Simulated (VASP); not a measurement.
## MgB2: relaxation of shape and atoms at fixed volume with PBE

The system is MgB2.

```
Mg B
1.0
     3.04018    0.00000    0.00000
    -1.52009    2.63287    0.00000
     0.00000    0.00000    3.45797
Mg B
1 2
Direct
  0.00000 0.00000 0.00000
  0.33333 0.66667 0.50000
  0.66667 0.33333 0.50000
```

This cell differs from its parent crystal: volume scaled by 0.960.

```yaml
Program: VASP 6.6.1
Task: relaxation of shape and atoms at fixed volume
Functional: PBE
Potentials_or_basis: VASP PAW PBE potentials, release 64 (Mg, B)
Cutoff: 600 eV
k_mesh: 12 × 12 × 10
Occupations: gaussian, width 0.05 eV
Spin: no spin polarisation
Dipole_correction: no
Further_INCAR_settings: ALGO = Normal; EDIFF = 1e-07; IBRION = 2; EDIFFG = -0.01; NSW = 60; ISIF = 4
```

The energy gained by relaxing is 0.1 meV/atom, the ionic steps are 2 and the pressure after relaxing is 6.0 GPa. The band gap on the k mesh is zero (band 4 reaches 7.48 eV, above the bottom of band 5 at 3.50 eV).

Stress tensor (GPa, compression positive):
```
5.97 0.00 0.00
0.00 5.97 0.00
0.00 0.00 6.18
```

The path:
```tsv
step	energy change (eV)	largest force (eV/Å)	pressure (GPa)	volume (Å³)
1	0.0000	0.0000	6.27	27.68
2	-0.0004	0.0000	6.04	27.68
```

Final structure:
```
CELL_PARAMETERS angstrom
3.04501 0.00000 0.00000
-1.52250 2.63705 0.00000
0.00000 0.00000 3.44702
ATOMIC_POSITIONS crystal
Mg 0.00000 0.00000 0.00000
B 0.33333 0.66667 0.50000
B 0.66667 0.33333 0.50000
```

Levels at points of the mesh, in eV from the Fermi level:
```
           k point  band 1  band 2  band 3  band 4  band 5  band 6  band 7  band 8
(0.00, 0.00, 0.00)  -12.62   -2.86    0.41    0.41    2.01    6.49    6.49    8.53
(0.50, 0.00, 0.00)   -8.63   -7.96   -2.19    0.33    3.32    4.01    5.77    7.72
(0.00, 0.00, 0.50)  -11.26   -7.54    0.83    0.83    6.81    6.81    8.21   10.52
(0.50, 0.00, 0.50)   -7.58   -7.00   -3.61   -1.89   -1.24    6.03    9.24    9.25
```

It took 55 s on 1 thread of Intel Xeon 8259CL (shared host), peak memory 0.17 GiB.

Caveat: the cell differs from its parent crystal (volume scaled by 0.960).
